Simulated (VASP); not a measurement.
Write the native input for VASP 6.6.1 that does the following.

| Item | Value |
| --- | --- |
| Task | single point |
| Functional | PBE |
| Potentials or basis | VASP PAW PBE potentials, release 64 (B, C) |
| Cutoff | 600 eV |
| k mesh | 6 × 6 × 6 |
| Occupations | gaussian, width 0.2 eV |
| Spin | no spin polarisation |
| Dipole correction | no |
| Further INCAR settings | ALGO = Normal; EDIFF = 1e-06; NBANDS = 12 |

The structure of B2C lies in POSCAR:

```
B2C
1.0
    0.0000000000      2.1232346442      2.1232346442
    2.1232346442      0.0000000000      2.1232346442
    2.1232346442      2.1232346442      0.0000000000
B C
2 1
Direct
    0.5000000000      0.5000000000      0.5000000000
    0.7500000000      0.7500000000      0.7500000000
    0.0000000000      0.0000000000      0.0000000000
```

These files were run (other wordings do the same):

INCAR

```
PREC = Accurate
ENCUT = 600
EDIFF = 1E-6
ISMEAR = 0
SIGMA = 0.2
LREAL = False
LASPH = True
NELM = 120
ALGO = Normal
ISIF = 2
LWAVE = False
LCHARG = False
GGA = PE
NBANDS = 12
GGA_COMPAT = False
```

KPOINTS

```
Automatic mesh
0
Gamma
  6 6 6
```

Potentials or basis: VASP PAW PBE potentials, release 64 (B, C).

Run with:

```sh
$ cat potpaw_PBE.64/B/POTCAR potpaw_PBE.64/C/POTCAR > POTCAR
$ mpirun -np 1 vasp_std > vasp.out
```

It gave:

The pressure is -0.1 GPa. The band gap on the k mesh is zero (band 5 reaches 9.83 eV, above the bottom of band 6 at 8.87 eV).

Caveat: the k points lie up to 0.43 Å⁻¹ apart.

Run time: 6.7 s on 1 thread of Intel Xeon 8259CL, with other jobs on the host, peak memory 0.13 GiB.
